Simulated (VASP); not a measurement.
Hg: single point with LDA

Hg:

```
Hg
1.0
     0.00000    2.88639    2.88639
     2.88639    0.00000    2.88639
     2.88639    2.88639    0.00000
Hg
2
Direct
  0.87500 0.87500 0.87500
  0.12500 0.12500 0.12500
```

```
Program                : VASP 6.6.1
Task                   : single point
Functional             : LDA
Potentials or basis    : VASP PAW LDA potentials, release 64 (Hg)
Cutoff                 : 520 eV
k mesh                 : 12 × 12 × 12
Occupations            : fermi-dirac, width 0.05 eV
Spin                   : no spin polarisation
Dipole correction      : no
Further INCAR settings : ALGO = Normal; EDIFF = 1e-06; NBANDS = 19
```

```
Pressure               : 28.5 GPa
Band gap on the k mesh : zero (bands 12 and 13 overlap by 7.69 eV)
```

Levels at points of the mesh, in eV from the Fermi level:
| k point | band 10 | band 11 | band 12 | band 13 | band 14 | band 15 |
| --- | --- | --- | --- | --- | --- | --- |
| (0.00, 0.00, 0.00) | -6.06 | -6.06 | 6.88 | 7.48 | 7.48 | 7.48 |
| (0.50, 0.00, 0.00) | -6.16 | -4.50 | -4.20 | 4.30 | 4.30 | 6.80 |
| (0.50, 0.50, 0.00) | -5.97 | -3.46 | -3.46 | 0.93 | 0.93 | 5.66 |

Wall time 58 s on 1 thread of Intel(R) Xeon(R) Platinum 8259CL CPU @ 2.50GHz (Skylake/Cascade Lake), with other jobs on the host, peak memory 0.18 GiB.

Caveat: the cell stands under pressure; spin-orbit coupling is left out, which moves the levels of the heavy elements.
